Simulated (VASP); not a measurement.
Here is a VASP 6.6.1 calculation.

Contents of POSCAR:

```
W
1.0
   -1.6131946463      1.6131946463      1.6131946463
    1.6131946463     -1.6131946463      1.6131946463
    1.6131946463      1.6131946463     -1.6131946463
W
1
Direct
    0.0000000000      0.0000000000      0.0000000000
```

Contents of INCAR.step1:

```
SYSTEM = W
PREC     = Accurate       ! precision mode
ENCUT    = 520            ! plane-wave cutoff, eV
ISMEAR   = -1             ! smearing method
SIGMA    = 0.1            ! smearing width, eV
LREAL    = .FALSE.        ! projectors in reciprocal space
LASPH    = .TRUE.         ! aspherical terms in the spheres
NELM     = 80             ! most SCF steps
NBANDS   = 13             ! bands
GGA      = PE             ! functional
ALGO     = Normal         ! electronic algorithm
EDIFF    = 1E-4           ! SCF threshold, eV
LWAVE    = .TRUE.         ! write WAVECAR
LCHARG   = .FALSE.        ! write CHGCAR
```

File INCAR.step2:

```
SYSTEM = W
PREC     = Accurate       ! precision mode
ENCUT    = 520            ! plane-wave cutoff, eV
EDIFF    = 1E-6           ! SCF threshold, eV
ISMEAR   = -1             ! smearing method
SIGMA    = 0.1            ! smearing width, eV
LREAL    = .FALSE.        ! projectors in reciprocal space
LASPH    = .TRUE.         ! aspherical terms in the spheres
NELM     = 80             ! most SCF steps
ALGO     = Normal         ! electronic algorithm
ISIF     = 2              ! what is computed and relaxed
LWAVE    = .FALSE.        ! write WAVECAR
LCHARG   = .FALSE.        ! write CHGCAR
METAGGA  = R2SCAN         ! meta-GGA
LMIXTAU  = .TRUE.       
NBANDS   = 13             ! bands
ISTART   = 1
```

The input KPOINTS:

```
Automatic mesh
0
G
  15 15 15
  0 0 0
```

Potentials or basis: VASP PAW PBE potentials, release 64 (W_sv).

Command:

```sh
$ cat potpaw_PBE.64/W_sv/POTCAR > POTCAR
$ cp INCAR.step1 INCAR
$ mpirun -np 1 vasp_std > vasp.out
$ cp INCAR.step2 INCAR
$ mpirun -np 1 vasp_std > vasp.out
```

Problem. Estimate the pressure.

Solution. -14.5 GPa.

Problem. Estimate the band gap on the k mesh.

Solution. Zero (band 7 reaches 14.91 eV, above the bottom of band 8 at 9.28 eV).

Caveat: the PAW data sets were made with another functional, which shifts forces and pressure a little; spin-orbit coupling is left out, which moves the levels of the heavy elements.
